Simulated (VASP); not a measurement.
# Hf2Ge3 (P6/mmm) in VASP: a series of runs

The runs below take Hf2Ge3 through single point, relaxation of cell and atoms, with PBE.

All numbers are computed with VASP 6.6.1; they aren't measurements. Logs are shortened: lines on timing, memory, paths and dates and some standing lists are left out, and cuts for length are marked.

**1. The cell of the first run**

It takes space group P6/mmm (No. 191, hexagonal). The conventional cell has a = 5.266 Å, b = 5.266 Å, c = 5.711 Å, α = 90.00°, β = 90.00°, γ = 120.00°. Within 3.5 Å of Hf (site symmetry 6mm) lie 2 Hf at 2.68 to 3.03 Å and 6 Ge at 2.95 Å. Ge (site symmetry mmm) has 4 Ge at 2.63 Å and 4 Hf at 2.95 Å within 3.5 Å.

The cell was built from a structure type or drawn by symmetry, and may not be a known phase.

**2. Single point, PBE**

Contents of INCAR:

```
SYSTEM = Hf2Ge3
  ALGO = Normal
  EDIFF = 1E-7
  ENCUT = 520
  GGA = PE
  ISIF = 2
  ISMEAR = 0
  LASPH = .TRUE.
  LCHARG = .FALSE.
  LREAL = .FALSE.
  LWAVE = .FALSE.
  NBANDS = 39
  NELM = 80
  PREC = Accurate
  SIGMA = 0.1
```

Contents of KPOINTS:

```
k-points
0
G
  6 6 4
  0 0 0
```

Contents of POSCAR:

```
Hf2Ge3
1.0
    5.2659509631      0.0000000000      0.0000000000
   -2.6329754815      4.5604473091      0.0000000000
    0.0000000000      0.0000000000      5.7114222865
Hf Ge
2 3
Direct
    0.0000000000      0.0000000000      0.7348216405
    0.0000000000      0.0000000000      0.2651783595
    0.5000000000      0.0000000000      0.5000000000
    0.0000000000      0.5000000000      0.5000000000
    0.5000000000      0.5000000000      0.5000000000
```

Potentials or basis: VASP PAW PBE potentials, release 64 (Hf_pv, Ge_d).

On the command line:

```sh
$ cat potpaw_PBE.64/Hf_pv/POTCAR potpaw_PBE.64/Ge_d/POTCAR > POTCAR
$ mpirun -np 1 vasp_std > vasp.out
```

OUTCAR:

```text
SYSTEM = Hf2Ge3
   EDIFF = 1E-7
   ENCUT = 520
   GGA = PE
   ISIF = 2
   ISMEAR = 0
   LASPH = .TRUE.
   LREAL = .FALSE.
   NELM = 80
   PREC = Accurate

 ion  position               nearest neighbor table
   1  0.000  0.000  0.735-   2 2.68   4 2.95   4 2.95   3 2.95   3 2.95   5 2.95   5 2.95   2 3.03

   2  0.000  0.000  0.265-   1 2.68   4 2.95   4 2.95   3 2.95   3 2.95   5 2.95   5 2.95   1 3.03

   3  0.500  0.000  0.500-   5 2.63   5 2.63   4 2.63   4 2.63   1 2.95   1 2.95   2 2.95   2 2.95

   4  0.000  0.500  0.500-   5 2.63   5 2.63   3 2.63   3 2.63   1 2.95   2 2.95   1 2.95   2 2.95

   5  0.500  0.500  0.500-   3 2.63   3 2.63   4 2.63   4 2.63   1 2.95   2 2.95   1 2.95   2 2.95

  LATTYP: Found a hexagonal cell.
 ALAT       =     5.2659509631
 C/A-ratio  =     1.0845946585

  Lattice vectors:

 A1 = (   5.2659509631,   0.0000000000,   0.0000000000)
 A2 = (  -2.6329754815,   4.5604473091,   0.0000000000)
 A3 = (   0.0000000000,   0.0000000000,   5.7114222865)

Analysis of symmetry for initial positions (statically):
=====================================================================
 Subroutine PRICEL returns:
 Original cell was already a primitive cell.

 Routine SETGRP: Setting up the symmetry group for a
 hexagonal supercell.

 Subroutine GETGRP returns: Found 24 space group operations
 (whereof 24 operations were pure point group operations)
 out of a pool of 24 trial point group operations.

The static configuration has the point symmetry D_6h.

Analysis of symmetry for dynamics (positions and initial velocities):
=====================================================================
 Subroutine PRICEL returns:
 Original cell was already a primitive cell.

 Routine SETGRP: Setting up the symmetry group for a
 hexagonal supercell.

 Subroutine GETGRP returns: Found 24 space group operations
 (whereof 24 operations were pure point group operations)
 out of a pool of 24 trial point group operations.

The dynamic configuration has the point symmetry D_6h.

 Subroutine INISYM returns: Found 24 space group operations
 (whereof 24 operations are pure point group operations),
 and found     1 'primitive' translations

----------------------------------------------------------------------------------------

                                     Primitive cell

  volume of cell :     137.1603

  direct lattice vectors                    reciprocal lattice vectors
     5.265950963  0.000000000  0.000000000     0.189899224  0.109638368  0.000000000
    -2.632975481  4.560447309  0.000000000     0.000000000  0.219276736  0.000000000
     0.000000000  0.000000000  5.711422287     0.000000000  0.000000000  0.175087736

  length of vectors
     5.265950963  5.265950963  5.711422287     0.219276736  0.219276736  0.175087736

  position of ions in fractional coordinates (direct lattice)
     0.000000000  0.000000000  0.734821641
     0.000000000  0.000000000  0.265178359
     0.500000000  0.000000000  0.500000000
     0.000000000  0.500000000  0.500000000
     0.500000000  0.500000000  0.500000000

  ion indices of the primitive-cell ions
   primitive index   ion index
                 1           1
                 2           2
                 3           3
                 4           4
                 5           5

----------------------------------------------------------------------------------------

 KPOINTS: k-points

Automatic generation of k-mesh.
 Grid dimensions read from file:
 generate k-points for:    6    6    4

 Generating k-lattice:

  Cartesian coordinates                     Fractional coordinates (reciprocal lattice)
     0.031649871  0.018273061  0.000000000     0.166666667  0.000000000  0.000000000
     0.000000000  0.036546123  0.000000000     0.000000000  0.166666667  0.000000000
     0.000000000  0.000000000  0.043771934     0.000000000  0.000000000  0.250000000

  Length of vectors
     0.036546123  0.036546123  0.043771934

  Shift w.r.t. Gamma in fractional coordinates (k-lattice)
     0.000000000  0.000000000  0.000000000

 Subroutine IBZKPT returns following result:
 ===========================================

 Found     21 irreducible k-points:

 Following reciprocal coordinates:
            Coordinates               Weight
  0.000000  0.000000  0.000000      1.000000
  0.166667  0.000000  0.000000      6.000000
  0.333333  0.000000  0.000000      6.000000
  0.500000  0.000000  0.000000      3.000000
  0.166667  0.166667  0.000000      6.000000
  0.333333  0.166667  0.000000     12.000000
[... 13 lines left out ...]
  0.333333  0.166667  0.500000     12.000000
  0.333333  0.333333  0.500000      2.000000
   k-points           NKPTS =     21   k-points in BZ     NKDIM =     21   number of bands    NBANDS=     39
   number of dos      NEDOS =    301   number of ions     NIONS =      5
   total plane-waves  NPLWV =  67200
   dimension x,y,z NGX =    40 NGY =   40 NGZ =   42
   dimension x,y,z NGXF=    80 NGYF=   80 NGZF=   84
   ions per type =               2   3
   NGX,Y,Z   is equivalent  to a cutoff of  12.63, 12.63, 12.23 a.u.
   NGXF,Y,Z  is equivalent  to a cutoff of  25.26, 25.26, 24.45 a.u.
 SYSTEM =  Hf2Ge3
   PREC   = accura    normal or accurate (medium, high low for compatibility)
   ISTART =      0    job   : 0-new  1-cont  2-samecut
   ICHARG =      2    charge: 1-file 2-atom 10-const
   ISPIN  =      1    spin polarized calculation?
   LNONCOLLINEAR =      F non collinear calculations
   LSORBIT =      F    spin-orbit coupling
   LASPH  =      T    aspherical Exc in radial PAW
   ENCUT  =  520.0 eV  38.22 Ry    6.18 a.u.   9.79  9.79 10.62*2*pi/ulx,y,z
   NELM   =     80;   NELMIN=  2; NELMDL= -5     # of ELM steps
   EDIFF  = 0.1E-06   stopping-criterion for ELM
   LREAL  =      F    real-space projection
   EDIFFG = 0.1E-05   stopping-criterion for IOM
   NSW    =      0    number of steps for IOM
   IBRION =     -1    ionic relax: 0-MD 1-quasi-New 2-CG
   NFREE  =      0    steps in history (QN), initial steepest desc. (CG)
   ISIF   =      2    stress and relaxation
   ISYM   =      2    0-nonsym 1-usesym 2-fastsym
   POTIM  = 0.5000    time-step for ionic-motion
   TEBEG  =    0.0;   TEEND  =   0.0 temperature during run
   PSTRESS=    0.0 pullay stress
   NELECT =      62.0000    total number of electrons
   NUPDOWN=      -1.0000    fix difference up-down
   EMIN   =  10.00;   EMAX   =-10.00  energy-range for DOS
   EFERMI =   0.00;   METHOD = LEGACY
   ISMEAR =     0;   SIGMA  =   0.10  broadening in eV -4-tet -1-fermi 0-gaus
   EFERMI_NEDOS =   21; number of points for ismear=-14 and -15
   IALGO  =     38    algorithm
   IMIX   =      4    mixing-type and parameters
     AMIX     =   0.40;   BMIX     =  1.00
     AMIX_MAG =   1.60;   BMIX_MAG =  1.00
  volume/ion in A,a.u.               =      27.43       185.12
  Fermi-wavevector in a.u.,A,eV,Ry     =   1.256404  2.374259 21.477481  1.578550
  Thomas-Fermi vector in A             =   2.390113
   LORBIT       =      0    0 simple, 1 ext, 2 COOP (PROOUT), +10 PAW based schemes
   GGA     = PE    functional components
   LHFCALC =     F    Hartree Fock is set to
   AEXX    =    0.0000 exact exchange contribution
   IVDW    =     0    specifies the selected vdW correction
   LEPSILON=     F    determine dielectric tensor
   LRPA    =     F    only Hartree local field effects (RPA)
 non-spin polarized calculation
 Gauss-broadening in eV      SIGMA  =   0.10
  energy-cutoff  :      520.00
  volume of cell :      137.16
 maximum number of plane-waves:      3722
 NGX is ok and might be reduce to    40
   NGX = 19   NGY = 19   NGZ = 21

 number of electron      61.9999993 magnetization

 Free energy of the ion-electron system (eV)
  ---------------------------------------------------
  ext. energy  EPLUGINS =         0.00000000
  ---------------------------------------------------
  free energy    TOTEN  =       -30.01980866 eV

  energy without entropy =      -29.99000987  energy(sigma->0) =      -30.00490926

 E-fermi :   3.4815     XC(G=0):  -9.3737

 val. band max:        3.4259239360   @ k =   0.1667   0.0000   0.0000
 cond. band min:       3.4979005236   @ k =   0.0000   0.0000   0.5000
 fundamental gap:      0.0719765876
 Fermi energy:         3.4814834253

 k-point     1 :       0.0000    0.0000    0.0000
  band No.  band energies     occupation
      1     -28.3986      2.00000
      2     -27.9837      2.00000
      3     -27.9837      2.00000
      4     -27.8356      2.00000
      5     -27.8356      2.00000
      6     -27.2022      2.00000
[... 31 lines left out ...]
     38       7.6542      0.00000
     39       7.6542      0.00000

 k-point     2 :       0.1667    0.0000    0.0000
  band No.  band energies     occupation
      1     -28.3982      2.00000
      2     -27.9850      2.00000
      3     -27.9841      2.00000
      4     -27.8355      2.00000
      5     -27.8354      2.00000
      6     -27.2023      2.00000
[... 31 lines left out ...]
     38       7.3538      0.00000
     39       7.4495      0.00000

 k-point     3 :       0.3333    0.0000    0.0000
  band No.  band energies     occupation
      1     -28.3972      2.00000
      2     -27.9876      2.00000
      3     -27.9850      2.00000
      4     -27.8353      2.00000
      5     -27.8350      2.00000
      6     -27.2024      2.00000
[... 31 lines left out ...]
     38       6.2486      0.00000
     39       7.1497      0.00000

 k-point     4 :       0.5000    0.0000    0.0000
  band No.  band energies     occupation
      1     -28.3967      2.00000
      2     -27.9889      2.00000
      3     -27.9854      2.00000
      4     -27.8352      2.00000
      5     -27.8348      2.00000
      6     -27.2025      2.00000
[... 31 lines left out ...]
     38       5.5258      0.00000
     39       6.8870      0.00000
[... 628 lines left out ...]
     38       5.6615      0.00000
     39       6.5724      0.00000

 k-point    20 :       0.3333    0.1667    0.5000
  band No.  band energies     occupation
      1     -28.1125      2.00000
      2     -27.9566      2.00000
      3     -27.9543      2.00000
      4     -27.8677      2.00000
      5     -27.8675      2.00000
      6     -27.5256      2.00000
[... 31 lines left out ...]
     38       5.6152      0.00000
     39       5.6187      0.00000

 k-point    21 :       0.3333    0.3333    0.5000
  band No.  band energies     occupation
      1     -28.1123      2.00000
      2     -27.9559      2.00000
      3     -27.9559      2.00000
      4     -27.8675      2.00000
      5     -27.8675      2.00000
      6     -27.5256      2.00000
[... 31 lines left out ...]
     38       5.2385      0.00000
     39       5.6464      0.00000

------------------------ aborting loop because EDIFF is reached ----------------------------------------

  FORCE on cell =-STRESS in cart. coord.  units (eV):
  Direction    XX          YY          ZZ          XY          YZ          ZX
  --------------------------------------------------------------------------------------
  -------------------------------------------------------------------------------------
  Total       -0.2190602     -0.2190602     -0.5291069     -0.0000000      0.0000000      0.0000000
  in kB       -2.5588545     -2.5588545     -6.1805268     -0.0000000      0.0000000      0.0000000
  external PRESSURE =      -3.7660786 kB  Pullay stress =       0.0000000 kB

 VOLUME and BASIS-vectors are now :
 -----------------------------------------------------------------------------
  energy-cutoff  :      520.00
  volume of cell :      137.16
      direct lattice vectors                 reciprocal lattice vectors
     5.265950963  0.000000000  0.000000000     0.189899224  0.109638368  0.000000000
    -2.632975481  4.560447309  0.000000000     0.000000000  0.219276736  0.000000000
     0.000000000  0.000000000  5.711422287     0.000000000  0.000000000  0.175087736

 POSITION                                       TOTAL-FORCE (eV/Angst)
 -----------------------------------------------------------------------------------
      0.00000      0.00000      4.19688         0.000000     -0.000000     -0.103963
      0.00000      0.00000      1.51455        -0.000000      0.000000      0.103963
      2.63298      0.00000      2.85571         0.000000     -0.000000      0.000000
     -1.31649      2.28022      2.85571         0.000000     -0.000000      0.000000
      1.31649      2.28022      2.85571         0.000000     -0.000000      0.000000
 -----------------------------------------------------------------------------------
    total drift:                               -0.000000      0.000000     -0.000000

  FREE ENERGIE OF THE ION-ELECTRON SYSTEM (eV)
  ---------------------------------------------------
  free  energy   TOTEN  =       -30.0198086564 eV

  energy  without entropy=      -29.9900098711  energy(sigma->0) =      -30.00490926
```

Run time: 2.6 min. Hardware: 1 thread of Intel Xeon Platinum 8259CL at 2.50GHz (Skylake/Cascade Lake), shared host; peak memory 0.29 GiB.

Results:

| Item | Value |
| --- | --- |
| Free energy | -30.0198 eV |
| Pressure | -0.4 GPa |
| Largest force | 0.104 eV/Å |
| Band gap on the k mesh | zero (bands 31 and 32 overlap by 1.01 eV) |

Forces on the atoms (eV/Å):
```
Hf   0.000  0.000 -0.104
Hf   0.000  0.000  0.104
Ge   0.000  0.000  0.000
Ge   0.000  0.000  0.000
Ge   0.000  0.000  0.000
```

Stress tensor (GPa, compression positive):
```
-0.26  0.00  0.00
 0.00 -0.26  0.00
 0.00  0.00 -0.62
```

Caveat: spin-orbit coupling is left out, which moves the levels of the heavy elements.

**3. Relaxation of cell and atoms, PBE**

This run uses another cell than the first one, of 19.36 Å³/atom.

Contents of INCAR:

```
ALGO     = Normal         # electronic algorithm
EDIFF    = 1E-6           # SCF threshold, eV
EDIFFG   = -0.04          # ionic threshold
ENCUT    = 600            # plane-wave cutoff, eV
GGA      = PE             # functional
IBRION   = 2              # ionic algorithm
ISIF     = 3              # what is computed and relaxed
ISMEAR   = 0              # smearing method
LASPH    = True           # aspherical terms in the spheres
LCHARG   = False          # write CHGCAR
LREAL    = False          # projectors in reciprocal space
LWAVE    = False          # write WAVECAR
NELM     = 80             # most SCF steps
NSW      = 90             # ionic steps
PREC     = Accurate       # precision mode
SIGMA    = 0.1            # smearing width, eV
```

Contents of KPOINTS:

```
k-points
0
Gamma
  6 6 4
```

Contents of POSCAR:

```
Hf2Ge3
1.0
    4.5495453400      0.0000000000      0.0000000000
   -2.2747726700      3.9400218400      0.0000000000
    0.0000000000      0.0000000000      5.3988835700
Hf Ge
2 3
Direct
    0.0000000000      0.0000000000      0.7388707800
    0.0000000000      0.0000000000      0.2611292200
    0.5000000000      0.0000000000      0.5000000000
    0.0000000000      0.5000000000      0.5000000000
    0.5000000000      0.5000000000      0.5000000000
```

Potentials or basis: VASP PAW PBE potentials, release 64 (Hf_pv, Ge_d).

On the command line:

```sh
$ cat potpaw_PBE.64/Hf_pv/POTCAR potpaw_PBE.64/Ge_d/POTCAR > POTCAR
$ mpirun -np 1 vasp_std > vasp.out
```

It took 13 min on 1 thread of Intel Xeon Platinum 8259CL at 2.50GHz (Skylake/Cascade Lake), shared host; peak memory 0.29 GiB.

The run converged. Its results:

* Free energy: -30.0119 eV
* Relaxed volume: 27.08 Å³/atom
* Relaxed cell: a = 5.265 Å, b = 5.265 Å, c = 5.641 Å, α = 90.00°, β = 90.00°, γ = 120.00°
* Space group after relaxing (to 0.1 Å): P6/mmm (No. 191)
* Energy gained by relaxing: 855.0 meV/atom
* Ionic steps: 12
* Pressure after relaxing: 0.0 GPa
* Largest force after relaxing: 0.022 eV/Å
* Band gap on the k mesh: zero (bands 31 and 32 overlap by 1.13 eV)

Forces on the atoms (eV/Å):
```
Hf   0.000  0.000  0.022
Hf   0.000  0.000 -0.022
Ge   0.000  0.000  0.000
Ge   0.000  0.000  0.000
Ge   0.000  0.000  0.000
```

Stress tensor (GPa, compression positive):
```
 0.16  0.00  0.00
 0.00  0.16  0.00
 0.00  0.00 -0.21
```

Step by step:
```tsv
step	energy change (eV)	largest force (eV/Å)	pressure (GPa)	volume (Å³)
1	0.0000	3.5277	44.59	96.78
2	-0.9429	2.7879	-9.26	192.39
3	-3.9729	2.3576	-0.11	133.91
4	-3.9820	2.2667	0.52	132.55
5	-3.9851	2.1878	1.04	131.46
6	-4.2525	0.5102	-0.15	136.22
7	-4.2653	0.1277	-0.27	137.36
8	-4.2658	0.0362	-0.33	137.63
9	-4.2684	0.0562	0.05	136.60
10	-4.2687	0.1013	0.22	136.11
11	-4.2708	0.0804	0.20	135.93
12	-4.2751	0.0222	0.03	135.40
```

Final structure:
```
CELL_PARAMETERS angstrom
5.26475 0.00000 0.00000
-2.63237 4.55940 0.00000
0.00000 0.00000 5.64062
ATOMIC_POSITIONS crystal
Hf 0.00000 0.00000 0.73454
Hf 0.00000 0.00000 0.26546
Ge 0.50000 0.00000 0.50000
Ge 0.00000 0.50000 0.50000
Ge 0.50000 0.50000 0.50000
```

Levels at points of the mesh, in eV from the Fermi level:
| k point | band 28 | band 29 | band 30 | band 31 | band 32 | band 33 | band 34 | band 35 |
| --- | --- | --- | --- | --- | --- | --- | --- | --- |
| (0.00, 0.00, 0.00) | -3.96 | -2.99 | -0.23 | -0.23 | -0.23 | 0.77 | 0.77 | 2.55 |
| (0.50, 0.00, 0.00) | -1.91 | -1.67 | -1.29 | -1.23 | 0.69 | 1.13 | 1.35 | 1.37 |
| (0.00, 0.00, 0.50) | -4.39 | -0.68 | -0.68 | -0.13 | 0.09 | 1.30 | 1.30 | 1.84 |
| (0.50, 0.00, 0.50) | -1.55 | -0.52 | -0.20 | 0.27 | 0.44 | 0.52 | 1.04 | 1.09 |

Caveat: the volume moved by over 15 % at a fixed basis, so the end points are rough; spin-orbit coupling is left out, which moves the levels of the heavy elements.
